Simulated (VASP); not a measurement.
A run of VASP 6.6.1 is set up as follows.

File INCAR:

```
SYSTEM = Te
PREC = Accurate
ENCUT = 600
EDIFF = 1E-6
ISMEAR = -1
SIGMA = 0.08
LREAL = .FALSE.
LASPH = .TRUE.
NELM = 60
ALGO = Normal
ISIF = 4
LWAVE = .FALSE.
LCHARG = .FALSE.
GGA = PE
IBRION = 2
NSW = 50
EDIFFG = -0.005
```

The input KPOINTS:

```
Automatic mesh
0
G
  15 15 15
  0 0 0
```

File POSCAR:

```
Te
1.0
   -2.6141937384      2.6141937384      1.2949175336
    2.6141937384     -2.6141937384      1.2949175336
    2.6141937384      2.6141937384     -1.2949175336
Te
2
Direct
   -0.3750000000     -0.1250000000     -0.2500000000
    0.3750000000      0.1250000000      0.2500000000
```

Potentials or basis: VASP PAW PBE potentials, release 64 (Te).

Launch:

```sh
$ cat potpaw_PBE.64/Te/POTCAR > POTCAR
$ mpirun -np 1 vasp_std > vasp.out
```

Question: Estimate the band gap on the k mesh.

Answer: Zero (band 6 reaches 21.89 eV, above the bottom of band 7 at 14.77 eV).

The path:
```csv
step,energy change (eV),largest force (eV/Å),pressure (GPa),volume (Å³)
1,0.0000,0.0000,105.26,35.40
2,0.1699,0.0000,105.82,35.40
3,-0.1562,0.0000,102.39,35.40
4,-0.1569,0.0000,102.44,35.40
5,-0.1571,0.0000,102.49,35.40
6,-0.1570,0.0000,102.47,35.40
7,-0.1571,0.0000,102.49,35.40
8,-0.1571,0.0000,102.48,35.40
```

Caveat: spin-orbit coupling is left out, which moves the levels of the heavy elements.
